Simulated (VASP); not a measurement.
# GaN (F-43m) in VASP: further runs

The runs below take GaN through single point, with r2SCAN+D4, LDA.

All numbers are computed with VASP 6.6.1; they aren't measurements. Logs are shortened: lines on timing, memory, paths and dates and some standing lists are left out, and cuts for length are marked.

**1. The cell of the first run**

Symmetry: F-43m, No. 216, cubic system. The conventional cell has a = 4.446 Å, b = 4.446 Å, c = 4.446 Å, α = 90.00°, β = 90.00°, γ = 90.00°. Ga (site symmetry -43m) has 4 N at 1.93 Å within 2.6 Å. N (site symmetry -43m) has 4 Ga at 1.93 Å within 2.6 Å.

**2. Single point, r2SCAN+D4**

POSCAR

```
GaN
1.0
    0.0000000000      2.2230441631      2.2230441631
    2.2230441631      0.0000000000      2.2230441631
    2.2230441631      2.2230441631      0.0000000000
Ga N
1 1
Direct
    0.0000000000      0.0000000000      0.0000000000
    0.2500000000      0.2500000000      0.2500000000
```

INCAR.step1

```
SYSTEM = GaN
PREC     = Accurate       ! precision mode
ENCUT    = 520            ! plane-wave cutoff, eV
ISMEAR   = -1             ! smearing method
SIGMA    = 0.05           ! smearing width, eV
LREAL    = .FALSE.        ! projectors in reciprocal space
LASPH    = .TRUE.         ! aspherical terms in the spheres
NELM     = 80             ! most SCF steps
NBANDS   = 16             ! bands
GGA      = PE             ! functional
ALGO     = Normal         ! electronic algorithm
EDIFF    = 1E-4           ! SCF threshold, eV
LWAVE    = .TRUE.         ! write WAVECAR
LCHARG   = .FALSE.        ! write CHGCAR
```

INCAR.step2

```
SYSTEM = GaN
PREC     = Accurate       ! precision mode
ENCUT    = 520            ! plane-wave cutoff, eV
EDIFF    = 1E-6           ! SCF threshold, eV
ISMEAR   = -1             ! smearing method
SIGMA    = 0.05           ! smearing width, eV
LREAL    = .FALSE.        ! projectors in reciprocal space
LASPH    = .TRUE.         ! aspherical terms in the spheres
NELM     = 80             ! most SCF steps
ALGO     = Normal         ! electronic algorithm
ISIF     = 2              ! what is computed and relaxed
LWAVE    = .FALSE.        ! write WAVECAR
LCHARG   = .FALSE.        ! write CHGCAR
METAGGA  = R2SCAN         ! meta-GGA
LMIXTAU  = .TRUE.       
IVDW     = 13             ! dispersion correction
VDW_S6   = 1.0          
VDW_S8   = 0.6018749    
VDW_A1   = 0.51559235   
VDW_A2   = 5.77342911   
NBANDS   = 16             ! bands
ISTART   = 1
```

KPOINTS

```
Automatic mesh
0
G
  10 10 10
  0 0 0
```

Potentials or basis: VASP PAW PBE potentials, release 64 (Ga_d, N).

Launch:

```console
> cat potpaw_PBE.64/Ga_d/POTCAR potpaw_PBE.64/N/POTCAR > POTCAR
> cp INCAR.step1 INCAR
> mpirun -np 1 vasp_std > vasp.out
> cp INCAR.step2 INCAR
> mpirun -np 1 vasp_std > vasp.out
```

OUTCAR:

```text
SYSTEM = GaN
   PREC = Accurate
   ENCUT = 520
   EDIFF = 1E-6
   ISMEAR = -1
   LREAL = .FALSE.
   LASPH = .TRUE.
   NELM = 80
   ISIF = 2
   METAGGA = R2SCAN
   IVDW = 13
   ISTART = 1

 ion  position               nearest neighbor table
   1  0.000  0.000  0.000-   2 1.93   2 1.93   2 1.93   2 1.93
   2  0.250  0.250  0.250-   1 1.93   1 1.93   1 1.93   1 1.93

  LATTYP: Found a face centered cubic cell.
 ALAT       =     4.4460883262

  Lattice vectors:

 A1 = (   0.0000000000,   2.2230441631,   2.2230441631)
 A2 = (   2.2230441631,   0.0000000000,   2.2230441631)
 A3 = (   2.2230441631,   2.2230441631,   0.0000000000)

Analysis of symmetry for initial positions (statically):
=====================================================================
 Subroutine PRICEL returns:
 Original cell was already a primitive cell.

 Routine SETGRP: Setting up the symmetry group for a
 face centered cubic supercell.

 Subroutine GETGRP returns: Found 24 space group operations
 (whereof 24 operations were pure point group operations)
 out of a pool of 48 trial point group operations.

The static configuration has the point symmetry T_d .

Analysis of symmetry for dynamics (positions and initial velocities):
=====================================================================
 Subroutine PRICEL returns:
 Original cell was already a primitive cell.

 Routine SETGRP: Setting up the symmetry group for a
 face centered cubic supercell.

 Subroutine GETGRP returns: Found 24 space group operations
 (whereof 24 operations were pure point group operations)
 out of a pool of 48 trial point group operations.

The dynamic configuration has the point symmetry T_d .

 Subroutine INISYM returns: Found 24 space group operations
 (whereof 24 operations are pure point group operations),
 and found     1 'primitive' translations

----------------------------------------------------------------------------------------

                                     Primitive cell

  volume of cell :      21.9722

  direct lattice vectors                    reciprocal lattice vectors
     0.000000000  2.223044163  2.223044163    -0.224916809  0.224916809  0.224916809
     2.223044163  0.000000000  2.223044163     0.224916809 -0.224916809  0.224916809
     2.223044163  2.223044163  0.000000000     0.224916809  0.224916809 -0.224916809

  length of vectors
     3.143859205  3.143859205  3.143859205     0.389567341  0.389567341  0.389567341

  position of ions in fractional coordinates (direct lattice)
     0.000000000  0.000000000  0.000000000
     0.250000000  0.250000000  0.250000000

  ion indices of the primitive-cell ions
   primitive index   ion index
                 1           1
                 2           2

----------------------------------------------------------------------------------------

 KPOINTS: Automatic mesh

Automatic generation of k-mesh.
 Grid dimensions read from file:
 generate k-points for:   10   10   10

 Generating k-lattice:

  Cartesian coordinates                     Fractional coordinates (reciprocal lattice)
    -0.022491681  0.022491681  0.022491681     0.100000000  0.000000000  0.000000000
     0.022491681 -0.022491681  0.022491681     0.000000000  0.100000000  0.000000000
     0.022491681  0.022491681 -0.022491681     0.000000000  0.000000000  0.100000000

  Length of vectors
     0.038956734  0.038956734  0.038956734

  Shift w.r.t. Gamma in fractional coordinates (k-lattice)
     0.000000000  0.000000000  0.000000000

 Subroutine IBZKPT returns following result:
 ===========================================

 Found     47 irreducible k-points:

 Following reciprocal coordinates:
            Coordinates               Weight
  0.000000  0.000000  0.000000      1.000000
  0.100000  0.000000  0.000000      8.000000
  0.200000  0.000000  0.000000      8.000000
  0.300000  0.000000  0.000000      8.000000
  0.400000  0.000000  0.000000      8.000000
  0.500000  0.000000  0.000000      4.000000
[... 16 lines left out ...]
  0.300000  0.300000  0.000000      6.000000
  0.400000  0.300000  0.000000     24.000000
 [... further k-points ...]
   k-points           NKPTS =     47   k-points in BZ     NKDIM =     47   number of bands    NBANDS=     16
   number of dos      NEDOS =    301   number of ions     NIONS =      2
   total plane-waves  NPLWV =  13824
   dimension x,y,z NGX =    24 NGY =   24 NGZ =   24
   dimension x,y,z NGXF=    48 NGYF=   48 NGZF=   48
   ions per type =               1   1
   NGX,Y,Z   is equivalent  to a cutoff of  12.69, 12.69, 12.69 a.u.
   NGXF,Y,Z  is equivalent  to a cutoff of  25.38, 25.38, 25.38 a.u.
 SYSTEM =  GaN
   PREC   = accura    normal or accurate (medium, high low for compatibility)
   ISTART =      1    job   : 0-new  1-cont  2-samecut
   ICHARG =      0    charge: 1-file 2-atom 10-const
   ISPIN  =      1    spin polarized calculation?
   LNONCOLLINEAR =      F non collinear calculations
   LSORBIT =      F    spin-orbit coupling
   LASPH  =      T    aspherical Exc in radial PAW
   ENCUT  =  520.0 eV  38.22 Ry    6.18 a.u.   5.85  5.85  5.85*2*pi/ulx,y,z
   NELM   =     80;   NELMIN=  2; NELMDL=  0     # of ELM steps
   EDIFF  = 0.1E-05   stopping-criterion for ELM
   LREAL  =      F    real-space projection
   EDIFFG = 0.1E-04   stopping-criterion for IOM
   NSW    =      0    number of steps for IOM
   IBRION =     -1    ionic relax: 0-MD 1-quasi-New 2-CG
   NFREE  =      0    steps in history (QN), initial steepest desc. (CG)
   ISIF   =      2    stress and relaxation
   ISYM   =      2    0-nonsym 1-usesym 2-fastsym
   POTIM  = 0.5000    time-step for ionic-motion
   TEBEG  =    0.0;   TEEND  =   0.0 temperature during run
   PSTRESS=    0.0 pullay stress
   NELECT =      18.0000    total number of electrons
   NUPDOWN=      -1.0000    fix difference up-down
   EMIN   =  10.00;   EMAX   =-10.00  energy-range for DOS
   EFERMI =   0.00;   METHOD = LEGACY
   ISMEAR =    -1;   SIGMA  =   0.05  broadening in eV -4-tet -1-fermi 0-gaus
   EFERMI_NEDOS =   21; number of points for ismear=-14 and -15
   IALGO  =     38    algorithm
   IMIX   =      4    mixing-type and parameters
     AMIX     =   0.40;   BMIX     =  1.00
     AMIX_MAG =   1.60;   BMIX_MAG =  1.00
  volume/ion in A,a.u.               =      10.99        74.14
  Fermi-wavevector in a.u.,A,eV,Ry     =   1.531819  2.894719 31.925673  2.346471
  Thomas-Fermi vector in A             =   2.639111
   LORBIT       =      0    0 simple, 1 ext, 2 COOP (PROOUT), +10 PAW based schemes
   METAGGA = R2SCAN    functional components
   LHFCALC =     F    Hartree Fock is set to
   AEXX    =    0.0000 exact exchange contribution
   IVDW    =    13    specifies the selected vdW correction
   LEPSILON=     F    determine dielectric tensor
   LRPA    =     F    only Hartree local field effects (RPA)
 non-spin polarized calculation
  energy-cutoff  :      520.00
  volume of cell :       21.97
 maximum number of plane-waves:       609
   NGX = 11   NGY = 11   NGZ = 11

 number of electron      18.0000015 magnetization

 Free energy of the ion-electron system (eV)
  ---------------------------------------------------
  ext. energy  EPLUGINS =         0.00000000
  ---------------------------------------------------
  free energy    TOTEN  =       -21.87281802 eV

  energy without entropy =      -21.87281802  energy(sigma->0) =      -21.87281802

 E-fermi :   6.5024     XC(G=0): -12.8774

 val. band max:        5.4705168001   @ k =   0.0000   0.0000   0.0000
 cond. band min:       7.8618127111   @ k =   0.0000   0.0000   0.0000
 fundamental gap:      2.3912959110
 Fermi energy:         6.5023910854

 k-point     1 :       0.0000    0.0000    0.0000
  band No.  band energies     occupation
      1     -11.6215      2.00000
      2      -8.3986      2.00000
      3      -8.3986      2.00000
      4      -8.3986      2.00000
      5      -8.0009      2.00000
      6      -8.0009      2.00000
[... 8 lines left out ...]
     15      25.5257      0.00000
     16      25.5257      0.00000

 k-point     2 :       0.1000    0.0000    0.0000
  band No.  band energies     occupation
      1     -11.5018      2.00000
      2      -8.3826      2.00000
      3      -8.3826      2.00000
      4      -8.3604      2.00000
      5      -8.0023      2.00000
      6      -8.0023      2.00000
[... 8 lines left out ...]
     15      24.0746      0.00000
     16      24.2310      0.00000

 k-point     3 :       0.2000    0.0000    0.0000
  band No.  band energies     occupation
      1     -11.1921      2.00000
      2      -8.3451      2.00000
      3      -8.3450      2.00000
      4      -8.2034      2.00000
      5      -8.0012      2.00000
      6      -8.0011      2.00000
[... 8 lines left out ...]
     15      23.2728      0.00000
     16      23.2728      0.00000

 k-point     4 :       0.3000    0.0000    0.0000
  band No.  band energies     occupation
      1     -10.8359      2.00000
      2      -8.3101      2.00000
      3      -8.3101      2.00000
      4      -7.9868      2.00000
      5      -7.9868      2.00000
      6      -7.8253      2.00000
[... 8 lines left out ...]
     15      23.8783      0.00000
     16      23.8784      0.00000

 k-point     5 :       0.4000    0.0000    0.0000
  band No.  band energies     occupation
      1     -10.5935      2.00000
      2      -8.2932      2.00000
      3      -8.2932      2.00000
      4      -7.9626      2.00000
      5      -7.9625      2.00000
      6      -7.2295      2.00000
[... 8 lines left out ...]
     15      25.5101      0.00000
     16      25.5102      0.00000

 k-point     6 :       0.5000    0.0000    0.0000
  band No.  band energies     occupation
      1     -10.5157      2.00000
      2      -8.2895      2.00000
      3      -8.2895      2.00000
      4      -7.9503      2.00000
      5      -7.9503      2.00000
      6      -6.8647      2.00000
[... 8 lines left out ...]
     15      26.7238      0.00000
     16      26.7238      0.00000
[... 267 lines left out ...]
 k-point    21 :      -0.3000    0.2000    0.0000
  band No.  band energies     occupation
      1     -10.5098      2.00000
      2      -8.2764      2.00000
      3      -8.2312      2.00000
      4      -8.0102      2.00000
      5      -8.0093      2.00000
      6      -7.1014      2.00000
[... 8 lines left out ...]
     15      24.2430      0.00000
     16      27.5631      0.00000

 k-point    22 :      -0.2000    0.2000    0.0000
  band No.  band energies     occupation
      1     -10.7249      2.00000
      2      -8.2878      2.00000
      3      -8.2760      2.00000
      4      -8.0285      2.00000
      5      -8.0262      2.00000
      6      -7.6409      2.00000
[... 8 lines left out ...]
     15      24.2499      0.00000
     16      27.5560      0.00000

 k-point    23 :       0.3000    0.3000    0.0000
  band No.  band energies     occupation
      1     -10.6158      2.00000
      2      -8.2178      2.00000
      3      -8.1753      2.00000
      4      -8.1753      2.00000
      5      -7.9428      2.00000
      6      -7.6432      2.00000
[... 8 lines left out ...]
     15      28.6954      0.00000
     16      29.6933      0.00000

 k-point    24 :       0.4000    0.3000    0.0000
  band No.  band energies     occupation
      1     -10.4473      2.00000
      2      -8.2350      2.00000
      3      -8.1331      2.00000
      4      -8.1303      2.00000
      5      -7.9317      2.00000
      6      -7.2139      2.00000
[... 8 lines left out ...]
     15      29.2324      0.00000
     16      29.5266      0.00000

 [... further k-points ...]

------------------------ aborting loop because EDIFF is reached ----------------------------------------

  DFT-D4 for vdW energy calculation

  Edisp (eV):   -0.30238

  FORCE on cell =-STRESS in cart. coord.  units (eV):
  Direction    XX          YY          ZZ          XY          YZ          ZX
  --------------------------------------------------------------------------------------
  -------------------------------------------------------------------------------------
  Total       0.87731     0.87731     0.87731    -0.00000     0.00000     0.00000
  in kB      63.97188    63.97188    63.97188    -0.00000     0.00000     0.00000
  external pressure =       63.97 kB  Pullay stress =        0.00 kB

 VOLUME and BASIS-vectors are now :
 -----------------------------------------------------------------------------
  energy-cutoff  :      520.00
  volume of cell :       21.97
      direct lattice vectors                 reciprocal lattice vectors
     0.000000000  2.223044163  2.223044163    -0.224916809  0.224916809  0.224916809
     2.223044163  0.000000000  2.223044163     0.224916809 -0.224916809  0.224916809
     2.223044163  2.223044163  0.000000000     0.224916809  0.224916809 -0.224916809

 POSITION                                       TOTAL-FORCE (eV/Angst)
 -----------------------------------------------------------------------------------
      0.00000      0.00000      0.00000         0.000000      0.000000      0.000000
      1.11152      1.11152      1.11152        -0.000000     -0.000000     -0.000000
 -----------------------------------------------------------------------------------
    total drift:                                0.000006      0.000006      0.000007

  FREE ENERGIE OF THE ION-ELECTRON SYSTEM (eV)
  ---------------------------------------------------
  free  energy   TOTEN  =       -22.1752027438 eV

  energy  without entropy=      -22.1752027438  energy(sigma->0) =      -22.17520274
```

Run time: 22 s. Hardware: 1 thread of Intel Xeon 6975P-C (Granite Rapids), shared host; peak memory 0.15 GiB.

Results:

```yaml
Free_energy: -22.1752 eV
Pressure: 6.4 GPa
Band_gap_on_the_k_mesh: 2.39 eV, direct
Dispersion_energy_per_atom: -0.151 eV
```

Levels at points of the mesh, in eV from the valence-band top:
```
           k point  band 5  band 6  band 7  band 8  band 9  band 10  band 11  band 12  band 13  band 14
(0.00, 0.00, 0.00)  -13.47  -13.47    0.00    0.00    0.00     2.39    11.27    11.27    11.27    19.13
(0.50, 0.00, 0.00)  -13.42  -12.34   -7.44   -1.05   -1.05     5.45     9.66    11.22    11.22    16.88
(0.50, 0.50, 0.00)  -13.38  -11.96   -6.39   -2.93   -2.93     3.78     7.49    12.90    15.40    15.40
```

Caveat: the PAW data sets were made with another functional, which shifts forces and pressure a little.

**3. Single point, LDA**

This run uses another cell than the first one, of 11.07 Å³/atom, 1.007 times its volume.

INCAR

```
  ALGO = Normal
  EDIFF = 1E-6
  ENCUT = 520
  GGA = CA
  ISIF = 2
  ISMEAR = -1
  LASPH = True
  LCHARG = False
  LREAL = False
  LWAVE = False
  NBANDS = 16
  NELM = 100
  PREC = Accurate
  SIGMA = 0.05
```

KPOINTS

```
k-points
0
Gamma
  10 10 10
```

POSCAR

```
GaN
1.0
    0.0000000000      2.2284387972      2.2284387972
    2.2284387972      0.0000000000      2.2284387972
    2.2284387972      2.2284387972      0.0000000000
Ga N
1 1
Direct
    0.0000000000      0.0000000000      0.0000000000
    0.2500000000      0.2500000000      0.2500000000
```

Potentials or basis: VASP PAW LDA potentials, release 64 (Ga_d, N).

Launch:

```console
> cat potpaw_LDA.64/Ga_d/POTCAR potpaw_LDA.64/N/POTCAR > POTCAR
> mpirun -np 1 vasp_std > vasp.out
```

Run time: 7.4 s. Hardware: 1 thread of Intel Xeon 6975P-C, shared host; peak memory 0.13 GiB.

It converged, with:

- Free energy: -13.9439 eV
- Pressure: 0.9 GPa
- Band gap on the k mesh: 1.97 eV, direct

Levels at points of the mesh, in eV from the valence-band top:
```tsv
k point	band 6	band 7	band 8	band 9	band 10	band 11	band 12	band 13
(0.00, 0.00, 0.00)	-13.24	0.00	0.00	0.00	1.97	10.32	10.32	10.32
(0.50, 0.00, 0.00)	-11.86	-7.34	-1.02	-1.02	4.77	8.76	10.38	10.38
(0.50, 0.50, 0.00)	-11.38	-6.34	-2.85	-2.85	3.26	6.68	11.74	14.11
```
